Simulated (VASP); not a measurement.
## In4Sb3As: relaxation of cell and atoms with PBE

Crystal: In4Sb3As.

```xyz
8
Lattice="4.2439 0.0000 0.0000 0.0000 4.2439 0.0000 0.0000 0.0000 12.0035" Properties=species:S:1:pos:R:3 pbc="T T T"
In    2.1219    0.0000   10.5030
In    0.0000    2.1219    1.5004
In    2.1219    0.0000    4.5013
In    0.0000    2.1219    7.5022
Sb    0.0000    0.0000    0.0000
Sb    2.1219    2.1219    3.0009
Sb    2.1219    2.1219    9.0026
As    0.0000    0.0000    6.0017
```

| Item | Value |
| --- | --- |
| Program | VASP 6.6.1 |
| Task | relaxation of cell and atoms |
| Functional | PBE |
| Potentials or basis | VASP PAW PBE potentials, release 64 (In_d, Sb, As) |
| Cutoff | 600 eV |
| k mesh | 4 × 4 × 2 |
| Occupations | gaussian, width 0.1 eV |
| Spin | no spin polarisation |
| Dipole correction | no |
| Further INCAR settings | ALGO = Normal; EDIFF = 1e-07; IBRION = 2; EDIFFG = -0.04; NSW = 90; ISIF = 3 |

| Property | Result |
| --- | --- |
| Relaxed volume | 34.92 Å³/atom |
| Relaxed cell | a = 4.662 Å, b = 4.662 Å, c = 12.855 Å, α = 90.00°, β = 90.00°, γ = 90.00° |
| Space group after relaxing (to 0.05 Å) | P-4m2 (No. 115) |
| Energy gained by relaxing | 381.4 meV/atom |
| Ionic steps | 10 |
| Pressure after relaxing | -0.1 GPa |
| Largest force after relaxing | 0.011 eV/Å |

Forces in eV/Å, atoms in the order of the input:
```
In   0.000  0.000  0.001
In   0.000  0.000 -0.001
In   0.000  0.000  0.011
In   0.000  0.000 -0.011
Sb   0.000  0.000  0.000
Sb   0.000  0.000 -0.001
Sb   0.000  0.000  0.001
As   0.000  0.000  0.000
```

Stress tensor (GPa, compression positive):
```
-0.12  0.00  0.00
 0.00 -0.12  0.00
 0.00  0.00 -0.04
```

Step by step:
| step | energy change (eV) | largest force (eV/Å) | pressure (GPa) | volume (Å³) |
| --- | --- | --- | --- | --- |
| 1 | 0.0000 | 1.6135 | 18.56 | 216.19 |
| 2 | -2.2127 | 0.1749 | -4.24 | 329.64 |
| 3 | -2.9737 | 0.4589 | -0.02 | 279.96 |
| 4 | -2.9736 | 0.4447 | -0.21 | 281.35 |
| 5 | -2.9957 | 0.3219 | -0.18 | 280.82 |
| 6 | -3.0294 | 0.2475 | -0.03 | 279.21 |
| 7 | -3.0302 | 0.2533 | 0.00 | 278.91 |
| 8 | -3.0427 | 0.1343 | 0.02 | 278.62 |
| 9 | -3.0492 | 0.1064 | 0.07 | 278.20 |
| 10 | -3.0509 | 0.0108 | -0.09 | 279.36 |

Final structure:
```yaml
crystal:
  lattice:
    - [4.66183, 0.00000, 0.00000]
    - [0.00000, 4.66183, 0.00000]
    - [0.00000, 0.00000, 12.85458]
  atoms:
    - { symbol: In, position: [0.50000, 0.00000, 0.87063] }
    - { symbol: In, position: [0.00000, 0.50000, 0.12937] }
    - { symbol: In, position: [0.50000, 0.00000, 0.38737] }
    - { symbol: In, position: [0.00000, 0.50000, 0.61263] }
    - { symbol: Sb, position: [0.00000, 0.00000, 0.00000] }
    - { symbol: Sb, position: [0.50000, 0.50000, 0.25832] }
    - { symbol: Sb, position: [0.50000, 0.50000, 0.74168] }
    - { symbol: As, position: [0.00000, 0.00000, 0.50000] }
```

Levels at points of the mesh, in eV from the Fermi level:
| k point | band 32 | band 33 | band 34 | band 35 | band 36 | band 37 | band 38 | band 39 | band 40 | band 41 |
| --- | --- | --- | --- | --- | --- | --- | --- | --- | --- | --- |
| (0.00, 0.00, 0.00) | -1.23 | -1.23 | -0.71 | -0.05 | -0.05 | 0.01 | 1.23 | 1.41 | 1.57 | 1.67 |
| (0.50, 0.00, 0.00) | -0.92 | -0.88 | -0.87 | -0.87 | -0.85 | 0.21 | 0.60 | 1.75 | 2.05 | 3.80 |
| (0.50, 0.50, 0.00) | -2.50 | -2.08 | -2.03 | -2.03 | -2.00 | 1.44 | 1.51 | 1.51 | 1.54 | 3.43 |
| (0.00, 0.00, 0.50) | -1.81 | -0.66 | -0.66 | -0.43 | -0.43 | 1.07 | 1.12 | 1.40 | 1.43 | 1.90 |
| (0.50, 0.00, 0.50) | -1.71 | -1.50 | -0.89 | -0.88 | -0.88 | 0.92 | 1.37 | 1.43 | 1.52 | 3.62 |
| (0.50, 0.50, 0.50) | -2.34 | -2.32 | -2.32 | -2.28 | -2.23 | 2.17 | 2.17 | 2.27 | 2.34 | 2.40 |

Wall time 24 min on 1 thread of Intel Xeon 6975P-C, with other jobs on the host, peak memory 0.44 GiB.

Caveat: the k points lie up to 0.34 Å⁻¹ apart in the final cell; the volume moved by over 15 % at a fixed basis, so the end points are rough; spin-orbit coupling is left out, which moves the levels of the heavy elements.
